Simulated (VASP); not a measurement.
Here is a VASP 6.6.1 calculation.

Contents of INCAR:

```
SYSTEM = Ge
PREC = Accurate
ENCUT = 520
EDIFF = 1E-6
ISMEAR = 0
SIGMA = 0.1
LREAL = .False.
LASPH = .True.
NELM = 60
ALGO = Normal
ISIF = 2
LWAVE = .False.
LCHARG = .False.
LDIPOL = .True.
IDIPOL = 3
DIPOL = 0.5 0.5 0.389
GGA = PE
IVDW = 12
NBANDS = 36
```

Contents of KPOINTS:

```
regular mesh
0
Gamma
  9 9 1
  0 0 0
```

Contents of POSCAR:

```
Ge
1.0
    4.0226895311      0.0000000000      0.0000000000
   -2.0113447656      3.4837513255      0.0000000000
    0.0000000000      0.0000000000     18.8685220517
Ge
4
Direct
    0.3333333333      0.6666666667      0.2747571332
    0.6666666667      0.3333333333      0.2384924472
    0.8888888889      0.1111111111      0.5389146020
    0.5555555556      0.4444444444      0.5026499161
```

Potentials or basis: VASP PAW PBE potentials, release 64 (Ge_d).

Launch:

```sh
$ cat potpaw_PBE.64/Ge_d/POTCAR > POTCAR
$ mpirun -np 1 vasp_std > vasp.out
```

Task: Predict the dispersion energy per atom.

Result: -0.189 eV.

Task: Estimate the band gap on the k mesh.

Result: 0.16 eV.

Task: Estimate the largest force.

Result: 0.120 eV/Å.

Forces in eV/Å, atoms in the order of the input:
```
Ge   0.001  0.000  0.111
Ge   0.001 -0.001  0.031
Ge   0.001 -0.001 -0.022
Ge  -0.004  0.002 -0.119
```

Caveat: the cell differs from its parent crystal (layers slid over each other); semilocal functionals underestimate gaps, and a narrow one can read as zero.
